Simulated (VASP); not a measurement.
Set up this calculation in VASP 6.6.1, as the native input.

| Quantity | Value |
| --- | --- |
| Task | single point |
| Functional | LDA |
| Potentials or basis | VASP PAW LDA potentials, release 64 (La, Zn) |
| Cutoff | 520 eV |
| k mesh | 9 × 9 × 9 |
| Occupations | fermi-dirac, width 0.05 eV |
| Spin | no spin polarisation |
| Dipole correction | no |
| Further INCAR settings | ALGO = Normal; EDIFF = 1e-06; NBANDS = 18 |

The structure of LaZn lies in POSCAR:

```
LaZn
1.0
    3.7624585633      0.0000000000      0.0000000000
    0.0000000000      3.7624585633      0.0000000000
    0.0000000000      0.0000000000      3.7624585633
La Zn
1 1
Direct
    0.5000000000      0.5000000000      0.5000000000
    0.0000000000      0.0000000000      0.0000000000
```

This cell differs from its parent crystal: volume scaled by 1.01.

One way to write it, as run:

INCAR

```
SYSTEM = LaZn
PREC = Accurate ; ENCUT = 520
EDIFF = 1E-6 ; ISMEAR = -1
SIGMA = 0.05 ; LREAL = .FALSE.
LASPH = .TRUE. ; NELM = 80
ALGO = Normal ; ISIF = 2
LWAVE = .FALSE. ; LCHARG = .TRUE.
LELF = .TRUE. ; LVHAR = .TRUE.
NBANDS = 18
```

KPOINTS

```
Automatic mesh
0
G
  9 9 9
  0 0 0
```

Potentials or basis: VASP PAW LDA potentials, release 64 (La, Zn).

Command:

```sh
$ cat potpaw_LDA.64/La/POTCAR potpaw_LDA.64/Zn/POTCAR > POTCAR
$ mpirun -np 1 vasp_std > vasp.out
```

Results of the run:

```yaml
Pressure: -4.4 GPa
```

Wall time 15 s on 1 thread of Intel(R) Xeon(R) Platinum 8488C (Sapphire Rapids) (shared host), peak memory 0.17 GiB.
